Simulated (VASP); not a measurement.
# MnO (Fm-3m) in VASP: single point with PBE

Aim: the single point of MnO with PBE.

Program: VASP 6.6.1. These are calculated values, not measurements. Logs are shortened: lines on timing, memory, paths and dates and some standing lists are left out, and cuts for length are marked.

## Step 1: The cell of the first run

Symmetry: Fm-3m, No. 225, cubic system. Conventional cell: a = 4.446 Å, b = 4.446 Å, c = 4.446 Å, α = 90.00°, β = 90.00°, γ = 90.00°. Mn (site symmetry m-3m) has 6 O at 2.22 Å within 2.9 Å. O (site symmetry m-3m) has 6 Mn at 2.22 Å within 2.9 Å.

## Step 2: Single point, PBE, collinear spin, ferromagnetic start

INCAR reads:

```
PREC     = Accurate       # precision mode
ENCUT    = 600            # plane-wave cutoff, eV
EDIFF    = 1E-6           # SCF threshold, eV
ISMEAR   = 0              # smearing method
SIGMA    = 0.1            # smearing width, eV
LREAL    = F              # projectors in reciprocal space
LASPH    = T              # aspherical terms in the spheres
NELM     = 200            # most SCF steps
ALGO     = Normal         # electronic algorithm
ISIF     = 2              # what is computed and relaxed
LWAVE    = F              # write WAVECAR
LCHARG   = T              # write CHGCAR
ISPIN    = 2              # spin polarisation
MAGMOM   = 4 4 4 0 0 0    # initial moments
LORBIT   = 11             # projections on sites
LMAXMIX  = 4              # l up to which the mixer works
GGA      = PE             # functional
LELF     = T              # ELF
LVHAR    = T            
NBANDS   = 42             # bands
GGA_COMPAT= F
```

KPOINTS reads:

```
Automatic mesh
0
Gamma
  6 6 4
```

POSCAR reads:

```
MnO
1.0
    3.1437970000      0.0000000000      0.0000000000
   -1.5718980000      2.7226080000      0.0000000000
    0.0000000000      0.0000000000      7.7006980000
Mn O
3 3
Direct
    0.0000000000      0.0000000000      0.0000000000
    0.3333333300      0.6666666700      0.3333333300
    0.6666666700      0.3333333300      0.6666666700
    0.6666666700      0.3333333300      0.1666666700
    0.0000000000      0.0000000000      0.5000000000
    0.3333333300      0.6666666700      0.8333333300
```

Potentials or basis: VASP PAW PBE potentials, release 64 (Mn_pv, O).

Command:

```bash
> cat potpaw_PBE.64/Mn_pv/POTCAR potpaw_PBE.64/O/POTCAR > POTCAR
> mpirun -np 1 vasp_std > vasp.out
```

OUTCAR:

```text
PREC = Accurate
   ENCUT = 600
   EDIFF = 1E-6
   ISMEAR = 0
   LREAL = F
   LASPH = T
   NELM = 200
   ISIF = 2
   ISPIN = 2
   LORBIT = 11
   GGA = PE

 ion  position               nearest neighbor table
   1  0.000  0.000  0.000-   4 2.22   6 2.22   6 2.22   4 2.22   4 2.22   6 2.22   2 3.14   3 3.14
                             2 3.14   3 3.14   2 3.14   3 3.14
   2  0.333  0.667  0.333-   4 2.22   5 2.22   4 2.22   5 2.22   4 2.22   5 2.22   1 3.14   1 3.14
                             3 3.14   3 3.14   1 3.14   3 3.14
   3  0.667  0.333  0.667-   6 2.22   5 2.22   6 2.22   5 2.22   6 2.22   5 2.22   1 3.14   1 3.14
                             2 3.14   2 3.14   1 3.14   2 3.14
   4  0.667  0.333  0.167-   2 2.22   1 2.22   2 2.22   1 2.22   2 2.22   1 2.22
   5  0.000  0.000  0.500-   2 2.22   3 2.22   2 2.22   3 2.22   3 2.22   2 2.22
   6  0.333  0.667  0.833-   3 2.22   1 2.22   3 2.22   1 2.22   3 2.22   1 2.22

  LATTYP: Found a hexagonal cell.
 ALAT       =     3.1437970000
 C/A-ratio  =     2.4494895822

  Lattice vectors:

 A1 = (   3.1437970000,   0.0000000000,   0.0000000000)
 A2 = (  -1.5718980000,   2.7226080000,   0.0000000000)
 A3 = (   0.0000000000,   0.0000000000,   7.7006980000)

Analysis of symmetry for initial positions (statically):
=====================================================================
 Subroutine PRICEL returns following result:

  LATTYP: Found a face centered cubic cell.
 ALAT       =     4.4459999891
[... 12 lines left out ...]
 Subroutine GETGRP returns: Found 12 space group operations
 (whereof 12 operations were pure point group operations)
 out of a pool of 24 trial point group operations.

The static configuration has the point symmetry D_3d.

Analysis of symmetry for dynamics (positions and initial velocities):
=====================================================================
 Subroutine PRICEL returns following result:

  LATTYP: Found a face centered cubic cell.
 ALAT       =     4.4459999891
[... 12 lines left out ...]
 Subroutine GETGRP returns: Found 12 space group operations
 (whereof 12 operations were pure point group operations)
 out of a pool of 24 trial point group operations.

The dynamic configuration has the point symmetry D_3d.

Analysis of structural, dynamic, and magnetic symmetry:
=====================================================================
 Subroutine PRICEL returns following result:

  LATTYP: Found a face centered cubic cell.
 ALAT       =     4.4459999891
[... 12 lines left out ...]
 Subroutine GETGRP returns: Found 12 space group operations
 (whereof 12 operations were pure point group operations)
 out of a pool of 24 trial point group operations.

The overall configuration has the point symmetry D_3d.

 Subroutine INISYM returns: Found 12 space group operations
 (whereof 12 operations are pure point group operations),
 and found     3 'primitive' translations

----------------------------------------------------------------------------------------

                                     Primitive cell

  volume of cell :      21.9709

  direct lattice vectors                    reciprocal lattice vectors
     1.571898318 -0.907535991  2.566899308     0.318086705 -0.183647497  0.129858358
     0.000000318  1.815072009  2.566899308     0.000000000  0.367294888  0.129858358
    -1.571898635 -0.907536018  2.566899385    -0.318086696 -0.183647386  0.129858358

  length of vectors
     3.143796741  3.143796821  3.143796971     0.389575087  0.389575061  0.389575027

  position of ions in fractional coordinates (direct lattice)
     0.000000000  0.000000000  0.000000000
     0.500000030  0.500000000  0.500000000

  ion indices of the primitive-cell ions
   primitive index   ion index
                 1           1
                 2           4

----------------------------------------------------------------------------------------

 KPOINTS: Automatic mesh

Automatic generation of k-mesh.
 Grid dimensions read from file:
 generate k-points for:    6    6    4

 Generating k-lattice:

  Cartesian coordinates                     Fractional coordinates (reciprocal lattice)
[... 22 lines left out ...]
  0.333333  0.166667  0.000000     12.000000
[... 16 lines left out ...]
  0.333333  0.166667  0.500000     12.000000
  0.333333  0.333333  0.500000      2.000000
   k-points           NKPTS =     24   k-points in BZ     NKDIM =     24   number of bands    NBANDS=     42
   number of dos      NEDOS =    301   number of ions     NIONS =      6
   total plane-waves  NPLWV =  50176
   dimension x,y,z NGX =    28 NGY =   28 NGZ =   64
   dimension x,y,z NGXF=    56 NGYF=   56 NGZF=  128
   ions per type =               3   3
   NGX,Y,Z   is equivalent  to a cutoff of  14.81, 14.81, 13.82 a.u.
   NGXF,Y,Z  is equivalent  to a cutoff of  29.61, 29.61, 27.63 a.u.
 SYSTEM =  unknown system
   PREC   = accura    normal or accurate (medium, high low for compatibility)
   ISTART =      0    job   : 0-new  1-cont  2-samecut
   ICHARG =      2    charge: 1-file 2-atom 10-const
   ISPIN  =      2    spin polarized calculation?
   LNONCOLLINEAR =      F non collinear calculations
   LSORBIT =      F    spin-orbit coupling
   LASPH  =      T    aspherical Exc in radial PAW
   ENCUT  =  600.0 eV  44.10 Ry    6.64 a.u.   6.28  6.28 15.38*2*pi/ulx,y,z
   NELM   =    200;   NELMIN=  2; NELMDL= -5     # of ELM steps
   EDIFF  = 0.1E-05   stopping-criterion for ELM
   LREAL  =      F    real-space projection
   EDIFFG = 0.1E-04   stopping-criterion for IOM
   NSW    =      0    number of steps for IOM
   IBRION =     -1    ionic relax: 0-MD 1-quasi-New 2-CG
   NFREE  =      0    steps in history (QN), initial steepest desc. (CG)
   ISIF   =      2    stress and relaxation
   ISYM   =      2    0-nonsym 1-usesym 2-fastsym
   POTIM  = 0.5000    time-step for ionic-motion
   TEBEG  =    0.0;   TEEND  =   0.0 temperature during run
   PSTRESS=    0.0 pullay stress
   NELECT =      57.0000    total number of electrons
   NUPDOWN=      -1.0000    fix difference up-down
   EMIN   =  10.00;   EMAX   =-10.00  energy-range for DOS
   EFERMI =   0.00;   METHOD = LEGACY
   ISMEAR =     0;   SIGMA  =   0.10  broadening in eV -4-tet -1-fermi 0-gaus
   EFERMI_NEDOS =   21; number of points for ismear=-14 and -15
   IALGO  =     38    algorithm
   IMIX   =      4    mixing-type and parameters
     AMIX     =   0.40;   BMIX     =  1.00
     AMIX_MAG =   1.60;   BMIX_MAG =  1.00
  volume/ion in A,a.u.               =      10.99        74.13
  Fermi-wavevector in a.u.,A,eV,Ry     =   1.559708  2.947420 33.098731  2.432688
  Thomas-Fermi vector in A             =   2.663027
   LORBIT       =     11    0 simple, 1 ext, 2 COOP (PROOUT), +10 PAW based schemes
   GGA     = PE    functional components
   LHFCALC =     F    Hartree Fock is set to
   AEXX    =    0.0000 exact exchange contribution
   IVDW    =     0    specifies the selected vdW correction
   LEPSILON=     F    determine dielectric tensor
   LRPA    =     F    only Hartree local field effects (RPA)
 spin polarized calculation
 Gauss-broadening in eV      SIGMA  =   0.10
  energy-cutoff  :      600.00
  volume of cell :       65.91
 maximum number of plane-waves:      2228
 NGX is ok and might be reduce to    28
   NGX = 13   NGY = 13   NGZ = 31

 number of electron      57.0000008 magnetization      14.2319374

 Free energy of the ion-electron system (eV)
  ---------------------------------------------------
  ext. energy  EPLUGINS =         0.00000000
  ---------------------------------------------------
  free energy    TOTEN  =       -49.23218426 eV

  energy without entropy =      -49.21928992  energy(sigma->0) =      -49.22573709

 E-fermi :   7.5567     XC(G=0): -11.8658

 val. band max:        7.5240328202   @ k =   0.0000   0.0000   0.2500
 cond. band min:       7.5830120228   @ k =   0.5000  -0.0000   0.2500
 fundamental gap:      0.0589792026
 Fermi energy:         7.5566500724

 spin component 1

 k-point     1 :       0.0000    0.0000    0.0000
  band No.  band energies     occupation
      1     -42.8898      1.00000
      2     -42.8898      1.00000
      3     -42.8467      1.00000
      4     -42.8467      1.00000
      5     -42.8467      1.00000
      6     -42.8467      1.00000
[... 1021 lines left out ...]
     39      14.2808      0.00000
     40      14.7476      0.00000
 Fermi energy:         7.5566500724

 spin component 2

 k-point     1 :       0.0000    0.0000    0.0000
  band No.  band energies     occupation
      1     -38.2580      1.00000
      2     -38.2580      1.00000
      3     -38.2035      1.00000
      4     -38.2035      1.00000
      5     -38.2035      1.00000
      6     -38.2035      1.00000
[... 1021 lines left out ...]
     39      15.6279      0.00000
     40      16.4548      0.00000
 [bands above 40 left out]

------------------------ aborting loop because EDIFF is reached ----------------------------------------

  FORCE on cell =-STRESS in cart. coord.  units (eV):
  Direction    XX          YY          ZZ          XY          YZ          ZX
  --------------------------------------------------------------------------------------
  -------------------------------------------------------------------------------------
  Total       -0.2661767     -0.2661767     -0.3435198     -0.0000000      0.0000000     -0.0000000
  in kB       -6.4700981     -6.4700978     -8.3501182     -0.0000012      0.0000000     -0.0000000
  external PRESSURE =      -7.0967714 kB  Pullay stress =       0.0000000 kB

 VOLUME and BASIS-vectors are now :
 -----------------------------------------------------------------------------
  energy-cutoff  :      600.00
  volume of cell :       65.91
      direct lattice vectors                 reciprocal lattice vectors
     3.143797000  0.000000000  0.000000000     0.318086696  0.183647386  0.000000000
    -1.571898000  2.722608000  0.000000000     0.000000000  0.367294888  0.000000000
     0.000000000  0.000000000  7.700698000     0.000000000  0.000000000  0.129858358

 POSITION                                       TOTAL-FORCE (eV/Angst)
 -----------------------------------------------------------------------------------
      0.00000      0.00000      0.00000         0.000000      0.000000     -0.000000
      0.00000      1.81507      2.56690         0.000000      0.000000     -0.000000
      1.57190      0.90754      5.13380         0.000000     -0.000000      0.000000
      1.57190      0.90754      1.28345        -0.000000     -0.000000     -0.000000
      0.00000      0.00000      3.85035        -0.000000      0.000000     -0.000000
      0.00000      1.81507      6.41725        -0.000000      0.000000     -0.000000
 -----------------------------------------------------------------------------------
    total drift:                                0.000000     -0.000000      0.000000

  FREE ENERGIE OF THE ION-ELECTRON SYSTEM (eV)
  ---------------------------------------------------
  free  energy   TOTEN  =       -49.2321842604 eV

  energy  without entropy=      -49.2192899235  energy(sigma->0) =      -49.22573709

 total charge

# of ion       s       p       d       tot
------------------------------------------
    1        0.203   6.176   4.975  11.354
    2        0.203   6.176   4.975  11.354
    3        0.203   6.176   4.975  11.354
    4        1.558   3.414   0.000   4.972
    5        1.558   3.414   0.000   4.972
    6        1.558   3.414   0.000   4.972
--------------------------------------------------
tot          5.285  28.769  14.925  48.978

 magnetization (x)

# of ion       s       p       d       tot
------------------------------------------
    1        0.035   0.026   4.253   4.313
    2        0.035   0.026   4.253   4.313
    3        0.035   0.026   4.253   4.313
    4        0.031   0.165   0.000   0.196
    5        0.031   0.165   0.000   0.196
    6        0.031   0.165   0.000   0.196
--------------------------------------------------
tot          0.196   0.573  12.758  13.527
```

Run time: 3.8 min. Hardware: 1 thread of Oxide Virtual Turin-like, shared host; peak memory 0.28 GiB.

What came out:

| Item | Value |
| --- | --- |
| Free energy | -49.2322 eV |
| Pressure | -0.7 GPa |
| Net moment | 14.23 μB per cell |
| Site moments | Mn +4.31; O +0.20 μB |
| Valence electrons inside the program's atomic spheres | Mn 11.35; O 4.97 |

Stress tensor (GPa, compression positive):
```
-0.65  0.00  0.00
 0.00 -0.65  0.00
 0.00  0.00 -0.84
```

Caveat: the k points lie up to 0.38 Å⁻¹ apart; semilocal functionals often make such compounds metallic where correlation or magnetic order opens a gap, which also shifts bond lengths; the run started ferromagnetic, and an antiferromagnetic order may lie lower in energy.
